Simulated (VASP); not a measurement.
Runs of VASP 6.6.1 on HgTe. The structure is that of space group F-43m (No. 216), or close to it. The cells are those of the table. 

| task | cell | gap on the mesh (eV) | pressure (GPa) |
| --- | --- | --- | --- |
| electric field gradients | a = 4.589 Å, angles 60.0°, 2 atoms | none | (a) |
| electric field gradients | a = 4.481 Å, angles 60.0°, 2 atoms | none | 2.8 |
| single point | a = 4.596 Å, angles 60.0°, 2 atoms | none | -1.1 |
| electric field gradients | a = 4.633 Å, angles 60.0°, 2 atoms | none | -2.0 |
| electric field gradients | a = 4.596 Å, angles 60.0°, 2 atoms | none | -1.1 |

Alike in all rows: level LDA; potentials or basis VASP PAW LDA potentials, release 64 (Hg, Te); no spin polarisation; k mesh 11 × 11 × 11; cutoff (eV) 520; smearing fermi-dirac 0.03 eV.

**Question.** Estimate the missing entries.

**Answer.** (a) -0.9.

Caveats: spin-orbit coupling is left out, which moves the levels of the heavy elements.

A k mesh can miss the band edges, and the runs leave out spin-orbit coupling on Hg, Te.

A gap of «none» marks levels without a gap at the run's occupations.
